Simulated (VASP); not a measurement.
Input of a VASP 6.6.1 run:

Contents of INCAR:

```
  PREC = Accurate
  ENCUT = 520
  EDIFF = 1E-6
  ISMEAR = 0
  SIGMA = 0.02
  LREAL = F
  LASPH = T
  NELM = 80
  ALGO = Normal
  ISIF = 2
  LWAVE = F
  LCHARG = F
  GGA = PS
  NBANDS = 12
```

KPOINTS

```
Automatic mesh
0
Gamma
  8 8 8
```

File POSCAR:

```
LiCl
1.0
    0.0000000000      2.5751358841      2.5751358841
    2.5751358841      0.0000000000      2.5751358841
    2.5751358841      2.5751358841      0.0000000000
Li Cl
1 1
Direct
    0.0000000000      0.0000000000      0.0000000000
    0.5000000000      0.5000000000      0.5000000000
```

Potentials or basis: VASP PAW PBE potentials, release 64 (Li_sv, Cl).

Launch:

```console
$ cat potpaw_PBE.64/Li_sv/POTCAR potpaw_PBE.64/Cl/POTCAR > POTCAR
$ mpirun -np 1 vasp_std > vasp.out
```

Task: Predict the band gap on the k mesh.

Result: 6.07 eV, direct.

 A hybrid or GW would open this gap; PBEsol tends to underestimate it.
